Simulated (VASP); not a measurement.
Write the native input for VASP 6.6.1 that does the following.

* Task: single point
* Functional: r2SCAN50
* Potentials or basis: VASP PAW PBE potentials, release 64 (Ga_d, N)
* Cutoff: 580 eV
* k mesh: 5 × 5 × 5
* Occupations: fermi-dirac, width 0.05 eV
* Spin: no spin polarisation
* Dipole correction: no
* Grid for exact exchange (PRECFOCK): Normal
* Further INCAR settings: ALGO = Normal; EDIFF = 1e-06; NBANDS = 16
* Share of exact exchange: 0.5

The system is GaN.

```xyz
2
Lattice="0.0000 2.2535 2.2535 2.2535 0.0000 2.2535 2.2535 2.2535 0.0000" Properties=species:S:1:pos:R:3 pbc="T T T"
Ga    0.0000    0.0000    0.0000
N     1.1268    1.1268    1.1268
```

These files were run (other wordings do the same):

POSCAR

```
GaN
1.0
    0.0000000000      2.2535006075      2.2535006075
    2.2535006075      0.0000000000      2.2535006075
    2.2535006075      2.2535006075      0.0000000000
Ga N
1 1
Direct
    0.0000000000      0.0000000000      0.0000000000
    0.2500000000      0.2500000000      0.2500000000
```

INCAR.step1

```
ALGO = Normal
EDIFF = 1E-5
ENCUT = 580
GGA = PE
GGA_COMPAT = F
ISIF = 2
ISMEAR = -1
LASPH = T
LCHARG = F
LREAL = F
LWAVE = T
NBANDS = 16
NELM = 120
PREC = Accurate
SIGMA = 0.05
```

INCAR.step2

```
AEXX = 0.5
ALGO = Normal
EDIFF = 1E-6
ENCUT = 580
GGA_COMPAT = F
ISIF = 2
ISMEAR = -1
ISTART = 1
LASPH = T
LCHARG = F
LHFCALC = T
LMIXTAU = T
LREAL = F
LWAVE = F
METAGGA = R2SCAN
NBANDS = 16
NELM = 120
PREC = Accurate
PRECFOCK = Normal
SIGMA = 0.05
```

KPOINTS

```
k-points
0
Gamma
  5 5 5
```

Potentials or basis: VASP PAW PBE potentials, release 64 (Ga_d, N).

Command:

```sh
$ cat potpaw_PBE.64/Ga_d/POTCAR potpaw_PBE.64/N/POTCAR > POTCAR
$ cp INCAR.step1 INCAR
$ mpirun -np 1 vasp_std > vasp.out
$ cp INCAR.step2 INCAR
$ mpirun -np 1 vasp_std > vasp.out
```

Results of the run:

| Quantity | Value |
| --- | --- |
| Pressure | -7.7 GPa |
| Band gap on the k mesh | 5.98 eV |

Caveat: the k points lie up to 0.48 Å⁻¹ apart; the PAW data sets were made with another functional, which shifts forces and pressure a little.

Wall time 15 min on 1 thread of Oxide Virtual Turin-like Processor, on a shared host, peak memory 0.14 GiB.
